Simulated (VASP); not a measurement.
Crystal: AlB3As4.

```
CELL_PARAMETERS angstrom
-2.42513 2.42513 4.85026
2.42513 -2.42513 4.85026
2.42513 2.42513 -4.85026
ATOMIC_POSITIONS crystal
B 0.75000 0.25000 0.50000
B 0.50000 0.50000 0.00000
B 0.25000 0.75000 0.50000
As 0.12500 0.62500 0.00000
As 0.87500 0.87500 0.50000
As 0.62500 0.12500 0.00000
As 0.37500 0.37500 0.50000
Al 0.00000 0.00000 0.00000
```

* Program: VASP 6.6.1
* Task: relaxation of cell and atoms
* Functional: PBE
* Potentials or basis: VASP PAW PBE potentials, release 64 (B, As, Al)
* Cutoff: 600 eV
* k mesh: 6 × 6 × 6
* Occupations: fermi-dirac, width 0.02 eV
* Spin: no spin polarisation

At the start: pressure 23.3 GPa; volume 14.26 Å³/atom.

Q: Where does the relaxation end?

A: Over 12 steps the energy falls by 348.3 meV/atom and the volume is 16.18 Å³/atom (+13.5 %); space group I-42m (No. 121, to 0.05 Å).

The path:
```tsv
step	energy change (eV)	largest force (eV/Å)	pressure (GPa)	volume (Å³)
1	0.0000	5.5907	23.34	114.10
2	-1.4654	1.4418	-12.26	151.97
3	-2.6933	0.5898	-3.08	133.78
4	-2.6962	0.6497	-2.60	133.18
5	-2.6963	0.6945	-2.28	132.78
6	-2.7792	0.2192	0.34	129.11
7	-2.7808	0.1403	0.80	128.54
8	-2.7858	0.0368	-0.11	129.56
9	-2.7858	0.0276	-0.03	129.47
10	-2.7861	0.0074	0.00	129.44
11	-2.7862	0.0073	0.01	129.43
12	-2.7862	0.0002	0.00	129.45
```

Final structure:
```cif
data_structure
_symmetry_space_group_name_H-M 'P 1'
_symmetry_Int_Tables_number 1
_cell_length_a 6.1809
_cell_length_b 6.1809
_cell_length_c 6.1809
_cell_angle_alpha 131.565
_cell_angle_beta 131.565
_cell_angle_gamma 70.917
_cell_volume 129.45
loop_
_atom_site_label
_atom_site_type_symbol
_atom_site_fract_x
_atom_site_fract_y
_atom_site_fract_z
_atom_site_occupancy
B1 B 0.75000 0.25000 0.50000 1
B2 B 0.50000 0.50000 0.00000 1
B3 B 0.25000 0.75000 0.50000 1
As1 As 0.14108 0.59199 0.00000 1
As2 As 0.85892 0.85892 0.45091 1
As3 As 0.59199 0.14108 0.00000 1
As4 As 0.40801 0.40801 0.54909 1
Al1 Al 0.00000 0.00000 0.00000 1
```
